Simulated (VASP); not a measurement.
# GaSb in VASP: single point with PBEsol

Aim: the single point of GaSb with PBEsol.

All numbers are computed with VASP 6.6.1; they aren't measurements. Logs are shortened: lines on timing, memory, paths and dates and some standing lists are left out, and cuts for length are marked.

## (1) The cell of the first run

The cell holds a slab with vacuum, 12 atoms: a = 4.321 Å, b = 6.111 Å, c = 25.803 Å, α = 90.00°, β = 90.00°, γ = 90.00°.

## (2) Single point, PBEsol

Contents of INCAR:

```
ALGO     = Normal         # electronic algorithm
DIPOL    = 0.5 0.5 0.500
EDIFF    = 1E-7           # SCF threshold, eV
ENCUT    = 520            # plane-wave cutoff, eV
GGA      = PS             # functional
IDIPOL   = 3            
ISIF     = 2              # what is computed and relaxed
ISMEAR   = 0              # smearing method
LASPH    = T              # aspherical terms in the spheres
LCHARG   = F              # write CHGCAR
LDIPOL   = T            
LREAL    = F              # projectors in reciprocal space
LWAVE    = F              # write WAVECAR
NBANDS   = 66             # bands
NELM     = 100            # most SCF steps
PREC     = Accurate       # precision mode
SIGMA    = 0.1            # smearing width, eV
```

Contents of KPOINTS:

```
k-points
0
Gamma
  8 6 1
```

Contents of POSCAR:

```
GaSb
1.0
    4.3212908972      0.0000000000      0.0000000000
    0.0000000000      6.1112281938      0.0000000000
    0.0000000000      0.0000000000     25.8032272430
Ga Sb
6 6
Direct
    0.5000000000      0.4414633500      0.3111293539
    0.0000000000      0.0221868357      0.3703478656
    0.5000000000      0.5163155381      0.4601209917
    0.0000000000      0.0163141052      0.5398789126
    0.5000000000      0.5221851751      0.6296516565
    0.0000000000     -0.0585410308      0.6888705841
    0.0000000000      0.2339009802      0.2799808147
    0.5000000000      0.7707725227      0.3762665698
    0.0000000000      0.2653682623      0.4560594870
    0.5000000000      0.7653679337      0.5439406916
    0.0000000000      0.2707695898      0.6237339031
    0.5000000000      0.7338967381      0.7200191695
```

Potentials or basis: VASP PAW PBE potentials, release 64 (Ga_d, Sb).

On the command line:

```console
cat potpaw_PBE.64/Ga_d/POTCAR potpaw_PBE.64/Sb/POTCAR > POTCAR
mpirun -np 1 vasp_std > vasp.out
```

OUTCAR:

```text
EDIFF = 1E-7
   ENCUT = 520
   GGA = PS
   ISIF = 2
   ISMEAR = 0
   LASPH = T
   LREAL = F
   NELM = 100
   PREC = Accurate

 ion  position               nearest neighbor table
   1  0.500  0.441  0.311-   8 2.62   7 2.63   7 2.63
   2  0.000  0.022  0.370-   8 2.66   8 2.66   9 2.66   7 2.67
   3  0.500  0.516  0.460-  10 2.64   9 2.65   9 2.65   8 2.66
   4  0.000  0.016  0.540-   9 2.64  10 2.65  10 2.65  11 2.66
   5  0.500  0.522  0.630-  11 2.66  11 2.66  10 2.66  12 2.67
   6  0.000  0.941  0.689-  11 2.62  12 2.63  12 2.63
   7  0.000  0.234  0.280-   1 2.63   1 2.63   2 2.67
   8  0.500  0.771  0.376-   1 2.62   2 2.66   2 2.66   3 2.66
   9  0.000  0.265  0.456-   4 2.64   3 2.65   3 2.65   2 2.66
  10  0.500  0.765  0.544-   3 2.64   4 2.65   4 2.65   5 2.66
  11  0.000  0.271  0.624-   6 2.62   5 2.66   5 2.66   4 2.66
  12  0.500  0.734  0.720-   6 2.63   6 2.63   5 2.67

  LATTYP: Found a simple orthorhombic cell.
 ALAT       =     4.3212908972
 B/A-ratio  =     1.4142135624
 C/A-ratio  =     5.9711849669

  Lattice vectors:

 A1 = (   4.3212908972,   0.0000000000,   0.0000000000)
 A2 = (   0.0000000000,   6.1112281938,   0.0000000000)
 A3 = (   0.0000000000,   0.0000000000,  25.8032272430)

Analysis of symmetry for initial positions (statically):
=====================================================================
 Subroutine PRICEL returns:
 Original cell was already a primitive cell.

 Routine SETGRP: Setting up the symmetry group for a
 simple orthorhombic supercell.

 Subroutine GETGRP returns: Found  4 space group operations
 (whereof  2 operations were pure point group operations)
 out of a pool of  8 trial point group operations.

The static configuration has the point symmetry C_1h.
 The point group associated with its full space group is C_2v.

Analysis of symmetry for dynamics (positions and initial velocities):
=====================================================================
 Subroutine PRICEL returns:
 Original cell was already a primitive cell.

 Routine SETGRP: Setting up the symmetry group for a
 simple orthorhombic supercell.

 Subroutine GETGRP returns: Found  4 space group operations
 (whereof  2 operations were pure point group operations)
 out of a pool of  8 trial point group operations.

The dynamic configuration has the point symmetry C_1h.
 The point group associated with its full space group is C_2v.

 Subroutine INISYM returns: Found  4 space group operations
 (whereof  2 operations are pure point group operations),
 and found     1 'primitive' translations

----------------------------------------------------------------------------------------

                                     Primitive cell

  volume of cell :     681.4218

  direct lattice vectors                    reciprocal lattice vectors
     4.321290897  0.000000000  0.000000000     0.231412331  0.000000000  0.000000000
     0.000000000  6.111228194  0.000000000     0.000000000  0.163633229  0.000000000
     0.000000000  0.000000000 25.803227243     0.000000000  0.000000000  0.038754842

  length of vectors
     4.321290897  6.111228194 25.803227243     0.231412331  0.163633229  0.038754842

  position of ions in fractional coordinates (direct lattice)
     0.500000000  0.441463350  0.311129354
     0.000000000  0.022186836  0.370347866
     0.500000000  0.516315538  0.460120992
     0.000000000  0.016314105  0.539878913
     0.500000000  0.522185175  0.629651657
     0.000000000  0.941458969  0.688870584
     0.000000000  0.233900980  0.279980815
     0.500000000  0.770772523  0.376266570
     0.000000000  0.265368262  0.456059487
     0.500000000  0.765367934  0.543940692
     0.000000000  0.270769590  0.623733903
     0.500000000  0.733896738  0.720019169

  ion indices of the primitive-cell ions
   primitive index   ion index
                 1           1
                 2           2
                 3           3
                 4           4
                 5           5
                 6           6
                 7           7
                 8           8
                 9           9
                10          10
                11          11
                12          12

----------------------------------------------------------------------------------------

 KPOINTS: k-points

Automatic generation of k-mesh.
 Grid dimensions read from file:
 generate k-points for:    8    6    1

 Generating k-lattice:

  Cartesian coordinates                     Fractional coordinates (reciprocal lattice)
     0.028926541  0.000000000  0.000000000     0.125000000  0.000000000  0.000000000
     0.000000000  0.027272205  0.000000000     0.000000000  0.166666667  0.000000000
     0.000000000  0.000000000  0.038754842     0.000000000  0.000000000  1.000000000

  Length of vectors
     0.028926541  0.027272205  0.038754842

  Shift w.r.t. Gamma in fractional coordinates (k-lattice)
     0.000000000  0.000000000  0.000000000

 Subroutine IBZKPT returns following result:
 ===========================================

 Found     20 irreducible k-points:

 Following reciprocal coordinates:
            Coordinates               Weight
  0.000000  0.000000  0.000000      1.000000
  0.125000  0.000000  0.000000      2.000000
  0.250000  0.000000  0.000000      2.000000
  0.375000  0.000000  0.000000      2.000000
  0.500000  0.000000  0.000000      1.000000
  0.000000  0.166667  0.000000      2.000000
[... 12 lines left out ...]
  0.375000  0.500000  0.000000      2.000000
  0.500000  0.500000  0.000000      1.000000
   k-points           NKPTS =     20   k-points in BZ     NKDIM =     20   number of bands    NBANDS=     66
   number of dos      NEDOS =    301   number of ions     NIONS =     12
   total plane-waves  NPLWV = 294912
   dimension x,y,z NGX =    32 NGY =   48 NGZ =  192
   dimension x,y,z NGXF=    64 NGYF=   96 NGZF=  384
   ions per type =               6   6
   NGX,Y,Z   is equivalent  to a cutoff of  12.31, 13.06, 12.37 a.u.
   NGXF,Y,Z  is equivalent  to a cutoff of  24.62, 26.12, 24.74 a.u.
 SYSTEM =  unknown system
   PREC   = accura    normal or accurate (medium, high low for compatibility)
   ISTART =      0    job   : 0-new  1-cont  2-samecut
   ICHARG =      2    charge: 1-file 2-atom 10-const
   ISPIN  =      1    spin polarized calculation?
   LNONCOLLINEAR =      F non collinear calculations
   LSORBIT =      F    spin-orbit coupling
   LASPH  =      T    aspherical Exc in radial PAW
   ENCUT  =  520.0 eV  38.22 Ry    6.18 a.u.   8.03 11.36 47.98*2*pi/ulx,y,z
   NELM   =    100;   NELMIN=  2; NELMDL= -5     # of ELM steps
   EDIFF  = 0.1E-06   stopping-criterion for ELM
   LREAL  =      F    real-space projection
   EDIFFG = 0.1E-05   stopping-criterion for IOM
   NSW    =      0    number of steps for IOM
   IBRION =     -1    ionic relax: 0-MD 1-quasi-New 2-CG
   NFREE  =      0    steps in history (QN), initial steepest desc. (CG)
   ISIF   =      2    stress and relaxation
   ISYM   =      2    0-nonsym 1-usesym 2-fastsym
   POTIM  = 0.5000    time-step for ionic-motion
   TEBEG  =    0.0;   TEEND  =   0.0 temperature during run
   PSTRESS=    0.0 pullay stress
   NELECT =     108.0000    total number of electrons
   NUPDOWN=      -1.0000    fix difference up-down
   EMIN   =  10.00;   EMAX   =-10.00  energy-range for DOS
   EFERMI =   0.00;   METHOD = LEGACY
   ISMEAR =     0;   SIGMA  =   0.10  broadening in eV -4-tet -1-fermi 0-gaus
   EFERMI_NEDOS =   21; number of points for ismear=-14 and -15
   IALGO  =     38    algorithm
   IMIX   =      4    mixing-type and parameters
     AMIX     =   0.40;   BMIX     =  1.00
     AMIX_MAG =   1.60;   BMIX_MAG =  1.00
  volume/ion in A,a.u.               =      56.79       383.21
  Fermi-wavevector in a.u.,A,eV,Ry     =   0.885953  1.674209 10.679389  0.784913
  Thomas-Fermi vector in A             =   2.007055
   LORBIT       =      0    0 simple, 1 ext, 2 COOP (PROOUT), +10 PAW based schemes
   GGA     = PS    functional components
   LHFCALC =     F    Hartree Fock is set to
   AEXX    =    0.0000 exact exchange contribution
   IVDW    =     0    specifies the selected vdW correction
   LEPSILON=     F    determine dielectric tensor
   LRPA    =     F    only Hartree local field effects (RPA)
 non-spin polarized calculation
 Gauss-broadening in eV      SIGMA  =   0.10
  energy-cutoff  :      520.00
  volume of cell :      681.42
 maximum number of plane-waves:     18426
   NGX = 17   NGY = 23   NGZ = 95

 dipolmoment           0.000000      0.000000      0.000000 electrons x Angstroem

 number of electron     108.0000029 magnetization

 dipolmoment           0.000000      0.000000     -0.000019 electrons x Angstroem

 Free energy of the ion-electron system (eV)
  ---------------------------------------------------
  ext. energy  EPLUGINS =         0.00000000
  ---------------------------------------------------
  free energy    TOTEN  =       -47.05360471 eV

  energy without entropy =      -47.05357929  energy(sigma->0) =      -47.05359200

 E-fermi :   0.3524     XC(G=0):  -5.1961

 val. band max:        0.1389052544   @ k =   0.0000   0.0000   0.0000
 cond. band min:       0.5808911069   @ k =   0.0000   0.5000   0.0000
 fundamental gap:      0.4419858525
 Fermi energy:         0.3524498347

 k-point     1 :       0.0000    0.0000    0.0000
  band No.  band energies     occupation
      1     -15.0136      2.00000
      2     -15.0135      2.00000
      3     -14.9546      2.00000
      4     -14.9545      2.00000
      5     -14.9214      2.00000
      6     -14.9213      2.00000
[... 58 lines left out ...]
     65       3.1562      0.00000
     66       3.5396      0.00000

 k-point     2 :       0.1250    0.0000    0.0000
  band No.  band energies     occupation
      1     -15.0124      2.00000
      2     -15.0123      2.00000
      3     -14.9544      2.00000
      4     -14.9543      2.00000
      5     -14.9222      2.00000
      6     -14.9221      2.00000
[... 58 lines left out ...]
     65       3.2806      0.00000
     66       3.4891      0.00000

 k-point     3 :       0.2500    0.0000    0.0000
  band No.  band energies     occupation
      1     -15.0094      2.00000
      2     -15.0093      2.00000
      3     -14.9539      2.00000
      4     -14.9539      2.00000
      5     -14.9241      2.00000
      6     -14.9240      2.00000
[... 1162 lines left out ...]
     65       4.1138      0.00000
     66       4.1140      0.00000

 k-point    20 :       0.5000    0.5000    0.0000
  band No.  band energies     occupation
      1     -15.0042      2.00000
      2     -15.0041      2.00000
      3     -14.9526      2.00000
      4     -14.9525      2.00000
      5     -14.9268      2.00000
      6     -14.9267      2.00000
[... 58 lines left out ...]
     65       4.0504      0.00000
     66       4.0505      0.00000

------------------------ aborting loop because EDIFF is reached ----------------------------------------

 vacuum level on the upper side and lower side of the slab       (xc-potential included)        -0.096        -0.096

  FORCE on cell =-STRESS in cart. coord.  units (eV):
  Direction    XX          YY          ZZ          XY          YZ          ZX
  --------------------------------------------------------------------------------------
  -------------------------------------------------------------------------------------
  Total       -1.8413654     -0.7262344      0.2657038      0.0000000      0.0000000      0.0000000
  in kB       -4.3294680     -1.7075419      0.6247300      0.0000000      0.0000000      0.0000000
  external PRESSURE =      -1.8040933 kB  Pullay stress =       0.0000000 kB

 VOLUME and BASIS-vectors are now :
 -----------------------------------------------------------------------------
  energy-cutoff  :      520.00
  volume of cell :      681.42
      direct lattice vectors                 reciprocal lattice vectors
     4.321290897  0.000000000  0.000000000     0.231412331  0.000000000  0.000000000
     0.000000000  6.111228194  0.000000000     0.000000000  0.163633229  0.000000000
     0.000000000  0.000000000 25.803227243     0.000000000  0.000000000  0.038754842

 POSITION                                       TOTAL-FORCE (eV/Angst)
 -----------------------------------------------------------------------------------
      2.16065      2.69788      8.02814         0.000000      0.008688      0.006412
      0.00000      0.13559      9.55617         0.000000      0.004962      0.001573
      2.16065      3.15532     11.87261         0.000000     -0.002227      0.000802
      0.00000      0.09970     13.93062         0.000000     -0.002227     -0.000802
      2.16065      3.19119     16.24704         0.000000      0.004962     -0.001573
      0.00000      5.75347     17.77508         0.000000      0.008688     -0.006412
      0.00000      1.42942      7.22441         0.000000     -0.008894     -0.031713
      2.16065      4.71037      9.70889         0.000000     -0.000313     -0.002008
      0.00000      1.62173     11.76781         0.000000     -0.002217      0.004247
      2.16065      4.67734     14.03543         0.000000     -0.002217     -0.004247
      0.00000      1.65473     16.09435         0.000000     -0.000313      0.002008
      2.16065      4.48501     18.57882         0.000000     -0.008894      0.031713
 -----------------------------------------------------------------------------------
    total drift:                                0.000000      0.017426      0.003653

  FREE ENERGIE OF THE ION-ELECTRON SYSTEM (eV)
  ---------------------------------------------------
  free  energy   TOTEN  =       -47.0536047094 eV

  energy  without entropy=      -47.0535792896  energy(sigma->0) =      -47.05359200

 vacuum level on the upper side and lower side of the slab         4.538         4.539
```

Wall time 13 min (1 thread of AMD EPYC 9R45 (Zen 5), shared host); peak memory 1 GiB.

What came out:

```yaml
Free_energy: -47.0536 eV
Largest_force: 0.033 eV/Å
Band_gap_on_the_k_mesh: 0.44 eV (least direct gap 0.68 eV)
```

Forces in eV/Å, atoms in the order of the input:
```
Ga   0.000  0.009  0.006
Ga   0.000  0.005  0.002
Ga   0.000 -0.002  0.001
Ga   0.000 -0.002 -0.001
Ga   0.000  0.005 -0.002
Ga   0.000  0.009 -0.006
Sb   0.000 -0.009 -0.032
Sb   0.000  0.000 -0.002
Sb   0.000 -0.002  0.004
Sb   0.000 -0.002 -0.004
Sb   0.000  0.000  0.002
Sb   0.000 -0.009  0.032
```

Levels at points of the mesh, in eV from the valence-band top:
```
           k point  band 52  band 53  band 54  band 55  band 56  band 57
(0.00, 0.00, 0.00)    -0.49    -0.26     0.00     0.68     0.97     1.15
(0.50, 0.00, 0.00)    -1.74    -1.13    -1.13     0.53     0.53     1.08
(0.00, 0.50, 0.00)    -1.03    -0.95    -0.95     0.44     0.44     1.20
(0.50, 0.50, 0.00)    -1.36    -0.95    -0.95     0.75     0.75     2.04
```

Caveat: semilocal functionals underestimate gaps, and a narrow one can read as zero; the PAW data sets were made with another functional, which shifts forces and pressure a little; spin-orbit coupling is left out, which moves the levels of the heavy elements.
